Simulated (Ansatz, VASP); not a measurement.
# Two plane-wave programs on C

File INCAR:

```
SYSTEM = C
PREC = Accurate
ENCUT = 520
EDIFF = 1E-6
ISMEAR = 0
SIGMA = 0.02
LREAL = .FALSE.
LASPH = .TRUE.
NELM = 80
ALGO = Normal
ISIF = 2
LWAVE = .FALSE.
LCHARG = .FALSE.
GGA = PS
IBRION = 2
NSW = 60
EDIFFG = -0.002
```

The input KPOINTS:

```
regular mesh
0
G
  9 9 6
  0 0 0
```

File POSCAR:

```
C
1.0
    2.4530819193      0.0000000000      0.0000000000
   -1.2265409596      2.1244312597      0.0000000000
    0.0000000000      0.0000000000      4.1189829190
C
4
Direct
    0.3333333333      0.6666666667     -0.0002906147
    0.6666666667      0.3333333333      0.4997093853
    0.3333333333      0.6666666667      0.3742906147
    0.6666666667      0.3333333333      0.8742906147
```

Input for Ansatz:

```yaml
crystal:
  lattice:
    - [2.4530819193, 0.0, 0.0]
    - [-1.2265409596, 2.1244312597, 0.0]
    - [0.0, 0.0, 4.118982919]
  atoms:
    - { symbol: C, position: [0.3333333333, 0.6666666667, -0.0002906147] }
    - { symbol: C, position: [0.6666666667, 0.3333333333, 0.4997093853] }
    - { symbol: C, position: [0.3333333333, 0.6666666667, 0.3742906147] }
    - { symbol: C, position: [0.6666666667, 0.3333333333, 0.8742906147] }
basis:
  ecutwfc: 420
kpoints:
  mp_grid: { grid: [9, 9, 6] }
hamiltonian:
  xc: pbesol
  pseudopotentials: { kind: paw, azcp: { folder: soft_1 } }
scf:
  occupations: { method: gaussian, width: 0.02 }
output:
  forces: true
  stress: true
  eigenvalues: true
relax:
  adjacent_minimum: "off"
  f_tol: 0.002
  max_steps: 40
```

Change from the starting cell: strained cell.

Alike in both runs: task relaxation of the atoms; functional PBEsol; k mesh 9 × 9 × 6; occupations gaussian, width 0.02 eV; no spin polarisation.

|  | VASP | Ansatz |
| --- | --- | --- |
| version | VASP 6.6.1 | Ansatz 0.2.0 |
| potentials or method | VASP PAW PBE potentials, release 64 (C), cutoff 520 eV | scalar-relativistic, plane waves, PAW |
| valence electrons in the cell | 16 | 16 |

Ansatz gave:

```
gap on the k mesh at the Fermi level, each at its own relaxed structure (eV) : 2.83
```

**Question.** Estimate VASP's values.

**Answer.** gap on the k mesh at the Fermi level, each at its own relaxed structure (eV): 2.81.

VASP's potentials were made for PBE, not for PBEsol, and Ansatz warns of the same on its side. Ansatz's warnings: stress scf threshold loose.
